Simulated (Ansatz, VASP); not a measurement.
One calculation of Be, two programs

```
Be
1.0
    -1.21553    1.21553    1.21553
     1.21553   -1.21553    1.21553
     1.21553    1.21553   -1.21553
Be
1
Direct
  0.00000 0.00000 0.00000
```

Change from the starting cell: strain -0.030 along x and y, -0.030 along z, atoms carried along.

Alike in both runs: task single point; functional PBEsol; k mesh 26 × 26 × 26; occupations gaussian, width 0.15 eV; no spin polarisation.

```csv
,VASP,Ansatz
version,VASP 6.6.1,Ansatz 0.2.0
potentials or method,"VASP PAW PBE potentials, release 64 (Be), cutoff 520 eV","scalar-relativistic, plane waves, PAW"
valence electrons in the cell,2,2
```

VASP gave:

| Quantity | Value |
| --- | --- |
| gap on the k mesh at the Fermi level (eV) | none |
| pressure (GPa) | 11.1 |

**Question.** Estimate Ansatz's values.

**Answer.** gap on the k mesh at the Fermi level (eV): none; pressure (GPa): 10.7.

VASP's potentials were made for PBE, not for PBEsol. A gap of «none» marks a metal or a gap that the smearing closes. The functional is the same, so the differences come from potentials, cutoffs and numerics.
